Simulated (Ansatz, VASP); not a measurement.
One calculation of Te2Mo, two programs

```xyz
3
Lattice="3.5602 0.0000 0.0000 -1.7801 3.0833 0.0000 0.0000 0.0000 17.5241" Properties=species:S:1:pos:R:3 pbc="T T T"
Te    0.0000    2.0555   15.7341
Te    0.0000    2.0555    1.7900
Mo    0.0000    0.0000    0.0000
```

Alike in both runs: task single point; functional PBEsol; k mesh 6 × 6 × 1; occupations gaussian, width 0.1 eV; no spin polarisation.

|  | VASP | Ansatz |
| --- | --- | --- |
| version | VASP 6.6.1 | Ansatz 0.2.0 |
| potentials or method | VASP PAW PBE potentials, release 64 (Te, Mo_sv), cutoff 500 eV | scalar-relativistic, plane waves, PAW |
| valence electrons in the cell | 26 | 46 |

|  | VASP | Ansatz | Ansatz less VASP |
| --- | --- | --- | --- |
| gap on the k mesh at the Fermi level (eV) | 1.05 | 1.05 | +0.001 |
| least direct gap on the mesh (eV) | 1.05 | 1.05 | +0.001 |
| rms of the force components (eV/Å) | 0.066 | 0.080 | +0.0139 |

VASP's potentials were made for PBE, not for PBEsol. Atom by atom the forces differ by 0.014 eV/Å (rms over components). With one functional, cell and mesh, what is left measures potentials, basis and numerics. VASP's potentials hold 26 valence electrons a cell and Ansatz's 46, so a difference there can come from the potentials and not from the codes.

Spin-orbit coupling is off throughout.
